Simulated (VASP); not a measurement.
# BP in VASP: further runs

Aim: see how the results for BP move with the level of theory and the settings. Levels: RPBE+D3(BJ), PBEsol+D4, r2SCAN+rVV10, PBE. Tasks: single point.

Everything below comes from runs of VASP 6.6.1. Logs are shortened: lines on timing, memory, paths and dates and some standing lists are left out, and cuts for length are marked.

## 1. The cell of the first run

It takes space group F-43m (No. 216, cubic). The conventional cell has a = 4.393 Å, b = 4.393 Å, c = 4.393 Å, α = 90.00°, β = 90.00°, γ = 90.00°. Within 2.5 Å of P (site symmetry -43m) lie 4 B at 1.90 Å. B (site symmetry -43m) has 4 P at 1.90 Å within 2.5 Å.

## 2. Single point, RPBE+D3(BJ)

INCAR reads:

```
SYSTEM = BP
PREC     = Accurate       ! precision mode
ENCUT    = 520            ! plane-wave cutoff, eV
EDIFF    = 1E-6           ! SCF threshold, eV
ISMEAR   = -1             ! smearing method
SIGMA    = 0.05           ! smearing width, eV
LREAL    = .FALSE.        ! projectors in reciprocal space
LASPH    = .TRUE.         ! aspherical terms in the spheres
NELM     = 60             ! most SCF steps
ALGO     = Normal         ! electronic algorithm
ISIF     = 2              ! what is computed and relaxed
LWAVE    = .FALSE.        ! write WAVECAR
LCHARG   = .FALSE.        ! write CHGCAR
GGA      = RP             ! functional
IVDW     = 12             ! dispersion correction
NBANDS   = 11             ! bands
```

KPOINTS reads:

```
regular mesh
0
G
  10 10 10
  0 0 0
```

POSCAR reads:

```
BP
1.0
    0.0000000000      2.1966987002      2.1966987002
    2.1966987002      0.0000000000      2.1966987002
    2.1966987002      2.1966987002      0.0000000000
P B
1 1
Direct
    0.7500000000      0.7500000000      0.7500000000
    0.0000000000      0.0000000000      0.0000000000
```

Potentials or basis: VASP PAW PBE potentials, release 64 (P, B).

Started as:

```bash
cat potpaw_PBE.64/P/POTCAR potpaw_PBE.64/B/POTCAR > POTCAR
mpirun -np 1 vasp_std > vasp.out
```

OUTCAR:

```text
SYSTEM = BP
   PREC = Accurate
   ENCUT = 520
   EDIFF = 1E-6
   ISMEAR = -1
   LREAL = .FALSE.
   LASPH = .TRUE.
   NELM = 60
   ISIF = 2
   GGA = RP
   IVDW = 12
 IVDW          = 12

 ion  position               nearest neighbor table
   1  0.750  0.750  0.750-   2 1.90   2 1.90   2 1.90   2 1.90
   2  0.000  0.000  0.000-   1 1.90   1 1.90   1 1.90   1 1.90

  LATTYP: Found a face centered cubic cell.
 ALAT       =     4.3933974004

  Lattice vectors:

 A1 = (   0.0000000000,   2.1966987002,   2.1966987002)
 A2 = (   2.1966987002,   0.0000000000,   2.1966987002)
 A3 = (   2.1966987002,   2.1966987002,   0.0000000000)

Analysis of symmetry for initial positions (statically):
=====================================================================
 Subroutine PRICEL returns:
 Original cell was already a primitive cell.

 Routine SETGRP: Setting up the symmetry group for a
 face centered cubic supercell.

 Subroutine GETGRP returns: Found 24 space group operations
 (whereof 24 operations were pure point group operations)
 out of a pool of 48 trial point group operations.

The static configuration has the point symmetry T_d .

Analysis of symmetry for dynamics (positions and initial velocities):
=====================================================================
 Subroutine PRICEL returns:
 Original cell was already a primitive cell.

 Routine SETGRP: Setting up the symmetry group for a
 face centered cubic supercell.

 Subroutine GETGRP returns: Found 24 space group operations
 (whereof 24 operations were pure point group operations)
 out of a pool of 48 trial point group operations.

The dynamic configuration has the point symmetry T_d .

 Subroutine INISYM returns: Found 24 space group operations
 (whereof 24 operations are pure point group operations),
 and found     1 'primitive' translations

----------------------------------------------------------------------------------------

                                     Primitive cell

  volume of cell :      21.2003

  direct lattice vectors                    reciprocal lattice vectors
     0.000000000  2.196698700  2.196698700    -0.227614283  0.227614283  0.227614283
     2.196698700  0.000000000  2.196698700     0.227614283 -0.227614283  0.227614283
     2.196698700  2.196698700  0.000000000     0.227614283  0.227614283 -0.227614283

  length of vectors
     3.106601094  3.106601094  3.106601094     0.394239503  0.394239503  0.394239503

  position of ions in fractional coordinates (direct lattice)
     0.750000000  0.750000000  0.750000000
     0.000000000  0.000000000  0.000000000

  ion indices of the primitive-cell ions
   primitive index   ion index
                 1           1
                 2           2

----------------------------------------------------------------------------------------

 KPOINTS: regular mesh

Automatic generation of k-mesh.
 Grid dimensions read from file:
 generate k-points for:   10   10   10

 Generating k-lattice:

  Cartesian coordinates                     Fractional coordinates (reciprocal lattice)
    -0.022761428  0.022761428  0.022761428     0.100000000  0.000000000  0.000000000
     0.022761428 -0.022761428  0.022761428     0.000000000  0.100000000  0.000000000
     0.022761428  0.022761428 -0.022761428     0.000000000  0.000000000  0.100000000

  Length of vectors
     0.039423950  0.039423950  0.039423950

  Shift w.r.t. Gamma in fractional coordinates (k-lattice)
     0.000000000  0.000000000  0.000000000

 Subroutine IBZKPT returns following result:
 ===========================================

 Found     47 irreducible k-points:

 Following reciprocal coordinates:
            Coordinates               Weight
  0.000000  0.000000  0.000000      1.000000
  0.100000  0.000000  0.000000      8.000000
  0.200000  0.000000  0.000000      8.000000
  0.300000  0.000000  0.000000      8.000000
  0.400000  0.000000  0.000000      8.000000
  0.500000  0.000000  0.000000      4.000000
[... 16 lines left out ...]
  0.300000  0.300000  0.000000      6.000000
  0.400000  0.300000  0.000000     24.000000
 [... further k-points ...]
   k-points           NKPTS =     47   k-points in BZ     NKDIM =     47   number of bands    NBANDS=     11
   number of dos      NEDOS =    301   number of ions     NIONS =      2
   total plane-waves  NPLWV =  13824
   dimension x,y,z NGX =    24 NGY =   24 NGZ =   24
   dimension x,y,z NGXF=    48 NGYF=   48 NGZF=   48
   ions per type =               1   1
   NGX,Y,Z   is equivalent  to a cutoff of  12.84, 12.84, 12.84 a.u.
   NGXF,Y,Z  is equivalent  to a cutoff of  25.69, 25.69, 25.69 a.u.
 SYSTEM =  BP
   PREC   = accura    normal or accurate (medium, high low for compatibility)
   ISTART =      0    job   : 0-new  1-cont  2-samecut
   ICHARG =      2    charge: 1-file 2-atom 10-const
   ISPIN  =      1    spin polarized calculation?
   LNONCOLLINEAR =      F non collinear calculations
   LSORBIT =      F    spin-orbit coupling
   LASPH  =      T    aspherical Exc in radial PAW
   ENCUT  =  520.0 eV  38.22 Ry    6.18 a.u.   5.78  5.78  5.78*2*pi/ulx,y,z
   NELM   =     60;   NELMIN=  2; NELMDL= -5     # of ELM steps
   EDIFF  = 0.1E-05   stopping-criterion for ELM
   LREAL  =      F    real-space projection
   EDIFFG = 0.1E-04   stopping-criterion for IOM
   NSW    =      0    number of steps for IOM
   IBRION =     -1    ionic relax: 0-MD 1-quasi-New 2-CG
   NFREE  =      0    steps in history (QN), initial steepest desc. (CG)
   ISIF   =      2    stress and relaxation
   ISYM   =      2    0-nonsym 1-usesym 2-fastsym
   POTIM  = 0.5000    time-step for ionic-motion
   TEBEG  =    0.0;   TEEND  =   0.0 temperature during run
   PSTRESS=    0.0 pullay stress
   NELECT =       8.0000    total number of electrons
   NUPDOWN=      -1.0000    fix difference up-down
   EMIN   =  10.00;   EMAX   =-10.00  energy-range for DOS
[... 5 lines left out ...]
     AMIX     =   0.40;   BMIX     =  1.00
     AMIX_MAG =   1.60;   BMIX_MAG =  1.00
  volume/ion in A,a.u.               =      10.60        71.53
  Fermi-wavevector in a.u.,A,eV,Ry     =   1.183017  2.235578 19.041752  1.399529
  Thomas-Fermi vector in A             =   2.319260
   LORBIT       =      0    0 simple, 1 ext, 2 COOP (PROOUT), +10 PAW based schemes
   GGA     = RP    functional components
   LHFCALC =     F    Hartree Fock is set to
   AEXX    =    0.0000 exact exchange contribution
   IVDW    =    12    specifies the selected vdW correction
   LEPSILON=     F    determine dielectric tensor
   LRPA    =     F    only Hartree local field effects (RPA)
 non-spin polarized calculation
  energy-cutoff  :      520.00
  volume of cell :       21.20
 maximum number of plane-waves:       588
   NGX = 11   NGY = 11   NGZ = 11

 number of electron       8.0000000 magnetization

 Free energy of the ion-electron system (eV)
  ---------------------------------------------------
  ext. energy  EPLUGINS =         0.00000000
  ---------------------------------------------------
  free energy    TOTEN  =       -12.09824882 eV

  energy without entropy =      -12.09824862  energy(sigma->0) =      -12.09824872

 E-fermi :   9.2342     XC(G=0): -11.2701

 val. band max:        8.7083923760   @ k =   0.0000   0.0000   0.0000
 cond. band min:       9.8094805325   @ k =   0.4000   0.4000   0.0000
 fundamental gap:      1.1010881565
 Fermi energy:         9.2341590090

 k-point     1 :       0.0000    0.0000    0.0000
  band No.  band energies     occupation
      1      -7.6650      2.00000
      2       8.7084      1.99995
      3       8.7084      1.99995
      4       8.7084      1.99995
      5      12.2643      0.00000
      6      12.2643      0.00000
      7      12.2643      0.00000
      8      17.6410      0.00000
      9      21.0347      0.00000
     10      21.0347      0.00000
     11      21.0556      0.00000

 k-point     2 :       0.1000    0.0000    0.0000
  band No.  band energies     occupation
      1      -7.4700      2.00000
      2       7.3292      2.00000
      3       8.3884      2.00000
      4       8.3884      2.00000
      5      12.7086      0.00000
      6      12.7086      0.00000
      7      12.8015      0.00000
      8      18.0548      0.00000
      9      20.3056      0.00000
     10      20.3056      0.00000
     11      21.6830      0.00000

 k-point     3 :       0.2000    0.0000    0.0000
  band No.  band energies     occupation
      1      -6.8909      2.00000
      2       4.8365      2.00000
      3       7.7890      2.00000
      4       7.7890      2.00000
      5      13.1698      0.00000
      6      13.4626      0.00000
      7      13.4626      0.00000
      8      18.9220      0.00000
      9      19.6820      0.00000
     10      19.6820      0.00000
     11      22.5696      0.00000

 k-point     4 :       0.3000    0.0000    0.0000
  band No.  band energies     occupation
      1      -5.9544      2.00000
      2       2.3043      2.00000
      3       7.2705      2.00000
      4       7.2705      2.00000
      5      13.1820      0.00000
      6      13.7298      0.00000
      7      13.7298      0.00000
      8      19.4112      0.00000
      9      20.3840      0.00000
     10      20.3840      0.00000
     11      23.0033      0.00000
[... 239 lines left out ...]
 k-point    22 :      -0.2000    0.2000    0.0000
  band No.  band energies     occupation
      1      -5.6376      2.00000
      2       3.2105      2.00000
      3       4.1490      2.00000
      4       7.3868      2.00000
      5      13.4142      0.00000
      6      14.2859      0.00000
      7      15.5462      0.00000
      8      17.7823      0.00000
      9      18.2486      0.00000
     10      23.1369      0.00000
     11      25.9345      0.00000

 k-point    23 :       0.3000    0.3000    0.0000
  band No.  band energies     occupation
      1      -5.3679      2.00000
      2       3.7645      2.00000
      3       5.1976      2.00000
      4       5.1976      2.00000
      5      10.1638      0.00000
      6      12.5661      0.00000
      7      18.2195      0.00000
      8      18.2195      0.00000
      9      23.1599      0.00000
     10      23.4533      0.00000
     11      26.7127      0.00000

 k-point    24 :       0.4000    0.3000    0.0000
  band No.  band energies     occupation
      1      -4.4610      2.00000
      2       2.3159      2.00000
      3       4.2887      2.00000
      4       4.8816      2.00000
      5      10.4433      0.00000
      6      12.3098      0.00000
      7      18.8348      0.00000
      8      18.9438      0.00000
      9      23.9752      0.00000
     10      24.4665      0.00000
     11      27.3374      0.00000

 [... further k-points ...]

------------------------ aborting loop because EDIFF is reached ----------------------------------------

 Edisp (eV)   -2.47262

 E8    (eV) :    -1.3128

  FORCE on cell =-STRESS in cart. coord.  units (eV):
  Direction    XX          YY          ZZ          XY          YZ          ZX
  --------------------------------------------------------------------------------------
  -------------------------------------------------------------------------------------
  Total      -0.08645    -0.08645    -0.08645     0.00000     0.00000     0.00000
  in kB      -6.53363    -6.53363    -6.53363     0.00000     0.00000     0.00000
  external pressure =       -6.53 kB  Pullay stress =        0.00 kB

 VOLUME and BASIS-vectors are now :
 -----------------------------------------------------------------------------
  energy-cutoff  :      520.00
  volume of cell :       21.20
      direct lattice vectors                 reciprocal lattice vectors
     0.000000000  2.196698700  2.196698700    -0.227614283  0.227614283  0.227614283
     2.196698700  0.000000000  2.196698700     0.227614283 -0.227614283  0.227614283
     2.196698700  2.196698700  0.000000000     0.227614283  0.227614283 -0.227614283

 POSITION                                       TOTAL-FORCE (eV/Angst)
 -----------------------------------------------------------------------------------
      3.29505      3.29505      3.29505         0.000000     -0.000000     -0.000000
      0.00000      0.00000      0.00000        -0.000000      0.000000      0.000000
 -----------------------------------------------------------------------------------
    total drift:                               -0.000000     -0.000000     -0.000000

  FREE ENERGIE OF THE ION-ELECTRON SYSTEM (eV)
  ---------------------------------------------------
  free  energy   TOTEN  =       -14.5708671681 eV

  energy  without entropy=      -14.5708669652  energy(sigma->0) =      -14.57086707
```

Wall time 7.1 s (1 thread of Intel Xeon 6975P-C (Granite Rapids), shared host); peak memory 0.14 GiB.

Results:

```yaml
Free_energy: -14.5709 eV
Pressure: -0.7 GPa
Band_gap_on_the_k_mesh: 1.10 eV, indirect (least direct gap 3.56 eV)
Dispersion_energy_per_atom: -1.236 eV
```

Caveat: the PAW data sets were made with another functional, which shifts forces and pressure a little. A k mesh can miss the band edges.

## 3. Single point, PBEsol+D4

This run uses another cell than the first one, of 11.36 Å³/atom, 1.071 times its volume.

INCAR reads:

```
ALGO = Normal
EDIFF = 1E-6
ENCUT = 520
GGA = PS
ISIF = 2
ISMEAR = -1
IVDW = 13
LASPH = T
LCHARG = F
LREAL = F
LWAVE = F
NBANDS = 11
NELM = 60
PREC = Accurate
SIGMA = 0.05
```

KPOINTS reads:

```
k-points
0
Gamma
  10 10 10
```

POSCAR reads:

```
BP
1.0
    0.0000000000      2.2477463016      2.2477463016
    2.2477463016      0.0000000000      2.2477463016
    2.2477463016      2.2477463016      0.0000000000
P B
1 1
Direct
    0.7500000000      0.7500000000      0.7500000000
    0.0000000000      0.0000000000      0.0000000000
```

Potentials or basis: VASP PAW PBE potentials, release 64 (P, B).

Started as:

```bash
cat potpaw_PBE.64/P/POTCAR potpaw_PBE.64/B/POTCAR > POTCAR
mpirun -np 1 vasp_std > vasp.out
```

Wall time 7.4 s (1 thread of Intel Xeon 6975P-C (Granite Rapids), shared host); peak memory 0.13 GiB.

Results (log left out):

```yaml
Free_energy: -14.0774 eV
Pressure: 0.1 GPa
Band_gap_on_the_k_mesh: 1.09 eV, indirect (least direct gap 3.40 eV)
Dispersion_energy_per_atom: -0.204 eV
```

Levels at points of the mesh, in eV from the valence-band top:
| k point | band 1 | band 2 | band 3 | band 4 | band 5 | band 6 | band 7 | band 8 | band 9 |
| --- | --- | --- | --- | --- | --- | --- | --- | --- | --- |
| (0.00, 0.00, 0.00) | -15.75 | 0.00 | 0.00 | 0.00 | 3.40 | 3.40 | 3.40 | 7.77 | 11.44 |
| (0.50, 0.00, 0.00) | -12.29 | -9.30 | -1.80 | -1.80 | 3.90 | 4.67 | 4.67 | 10.02 | 14.78 |
| (0.50, 0.50, 0.00) | -10.73 | -8.75 | -4.25 | -4.25 | 1.17 | 1.49 | 12.36 | 12.36 | 15.47 |

Caveat: the PAW data sets were made with another functional, which shifts forces and pressure a little. A k mesh can miss the band edges.

(Part 1 of 2 ends here.)
